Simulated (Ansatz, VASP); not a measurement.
**Two plane-wave programs on LiF**

```
Li F
1.0
     3.09328    0.00000    0.00000
    -1.54664    2.67886    0.00000
     0.00000    0.00000    5.00585
Li F
2 2
Cartesian
  0.0000 1.7859 2.1118
  1.5466 0.8930 4.6148
  0.0000 1.7859 4.9755
  1.5466 0.8930 2.4725
```

Alike in both runs: task single point; functional PBE; k mesh 9 × 9 × 6; occupations gaussian, width 0.05 eV; no spin polarisation.

|  | VASP | Ansatz |
| --- | --- | --- |
| version | VASP 6.6.1 | Ansatz 0.2.0 |
| potentials or method | VASP PAW PBE potentials, release 64 (Li_sv, F), cutoff 520 eV | scalar-relativistic, plane waves, PAW |
| valence electrons in the cell | 20 | 20 |

```csv
,VASP,Ansatz,Ansatz less VASP
gap on the k mesh at the Fermi level (eV),7.44,7.45,+0.013
least direct gap on the mesh (eV),7.44,7.45,+0.013
rms of the force components (eV/Å),0.177,0.169,-0.0078
```

Atom by atom the forces differ by 0.008 eV/Å (rms over components).

Noted on VASP's run: the cutoff is under 1.25 times that of the potentials, so the pressure is a little rough.
